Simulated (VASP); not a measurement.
Write the native input for VASP 6.6.1 that does the following.

```
Task                   : single point
Functional             : PBEsol
Potentials or basis    : VASP PAW PBE potentials, release 64 (Os, Cu)
Cutoff                 : 520 eV
k mesh                 : 4 × 3 × 4
Occupations            : gaussian, width 0.15 eV
Spin                   : no spin polarisation
Dipole correction      : no
Further INCAR settings : ALGO = Normal; EDIFF = 1e-06; NBANDS = 66
```

The structure of CuOs12 (a cell with a defect) lies in POSCAR:

```
CuOs12
1.0
    5.4800000000      0.0000000000      0.0000000000
   -4.1100000000      7.1187290000      0.0000000000
    0.0000000000      0.0000000000      4.3264600000
Os Cu
12 1
Direct
   -0.0051825696     -0.0102065160     -0.0128480017
    0.1829222998      0.2142237376      0.4548732717
   -0.0110644492      0.2966118762     -0.1068993906
    0.2710879307      0.6485102303      0.6312573185
   -0.0313333032      0.6635705689      0.0342050721
    0.1340350940      0.8855021697      0.4923164343
    0.4765348899     -0.0328014562     -0.0192529070
    0.6053162800      0.1764588382      0.4966606185
    0.5058123954      0.3114661397     -0.0098439564
    0.6733503205      0.5409903513      0.5448666098
    0.4953312585      0.6405112795      0.0853220733
    0.7009415556      0.9063175886      0.4703942666
   -0.0082861023      0.4285370923      0.3313197909
```

These files were run (other wordings do the same):

INCAR

```
SYSTEM = CuOs12
ALGO = Normal ; EDIFF = 1E-6
ENCUT = 520 ; GGA = PS
ISIF = 2 ; ISMEAR = 0
LASPH = .TRUE. ; LCHARG = .FALSE.
LREAL = .FALSE. ; LWAVE = .FALSE.
NBANDS = 66 ; NELM = 60
PREC = Accurate ; SIGMA = 0.15
```

KPOINTS

```
k-points
0
G
  4 3 4
  0 0 0
```

Potentials or basis: VASP PAW PBE potentials, release 64 (Os, Cu).

Run with:

```console
$ cat potpaw_PBE.64/Os/POTCAR potpaw_PBE.64/Cu/POTCAR > POTCAR
$ mpirun -np 1 vasp_std > vasp.out
```

It gave:

```json
{
 "Pressure": "45.8 GPa",
 "Largest force": "0.065 eV/Å",
 "Band gap on the k mesh": "zero (an odd number of electrons rules out a gap without spin polarisation)"
}
```

Caveat: the k points lie up to 0.36 Å⁻¹ apart, too coarse for converged energies and pressures of a metal; the PAW data sets were made with another functional, which shifts forces and pressure a little; spin-orbit coupling is left out, which moves the levels of the heavy elements.

Wall time 28 min on 1 thread of Oxide Virtual Turin-like Processor, with other jobs on the host, peak memory 0.38 GiB.
